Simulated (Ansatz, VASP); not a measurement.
Two plane-wave programs on Sb

INCAR

```
SYSTEM = Sb
AGGAC = 1.0
AGGAX = 1.0
ALDAC = 0.0
ALDAX = 1.0
ALGO = Normal
EDIFF = 1E-6
ENCUT = 500
GGA = B5
GGA_COMPAT = .FALSE.
ISIF = 2
ISMEAR = -1
LASPH = .TRUE.
LCHARG = .FALSE.
LREAL = .FALSE.
LWAVE = .FALSE.
NBANDS = 8
NELM = 120
PREC = Accurate
SIGMA = 0.1
```

KPOINTS

```
k-points
0
G
  11 11 11
  0 0 0
```

Contents of POSCAR:

```
Sb
1.0
    3.1460256110      0.0000000000      0.0000000000
    0.0000000000      3.1460256110      0.0000000000
    0.0000000000      0.0000000000      3.1460256110
Sb
1
Direct
    0.0000000000      0.0000000000      0.0000000000
```

Input for Ansatz:

```yaml
crystal:
  lattice:
    - [3.146025611, 0.0, 0.0]
    - [0.0, 3.146025611, 0.0]
    - [0.0, 0.0, 3.146025611]
  atoms:
    - { symbol: Sb, position: [0.0, 0.0, 0.0] }
hamiltonian:
  xc: blyp
  pseudopotentials:
    kind: paw
    azcp:
      Sb: "pseudopotentials/Sb.paw.azcp"
basis:
  ecutwfc: 420
  fft_grid_basis: typed
kpoints:
  mp_grid: { grid: [11, 11, 11], shift: [0, 0, 0] }
magnetization:
  spin_polarized: false
scf:
  occupations: { method: fermi_dirac, width: 0.1 }
  lower_state_search: "off"
output:
  stress: true
```

Alike in both runs: task single point; functional BLYP; k mesh 11 × 11 × 11; occupations fermi-dirac, width 0.1 eV; no spin polarisation.

```csv
,VASP,Ansatz
version,VASP 6.6.1,Ansatz 0.2.0
potentials or method,"VASP PAW PBE potentials, release 64 (Sb), cutoff 500 eV","plane waves (420 eV) with PAW, scalar-relativistic"
valence electrons in the cell,5,15
```

```csv
,VASP,Ansatz,Ansatz less VASP
pressure (GPa),2.8,2.6,-0.22
```

VASP's potentials were made for PBE, not for BLYP. VASP's potentials hold 5 valence electrons a cell and Ansatz's 15, so a difference there can come from the potentials and not from the codes.

Neither program's run includes spin-orbit coupling.
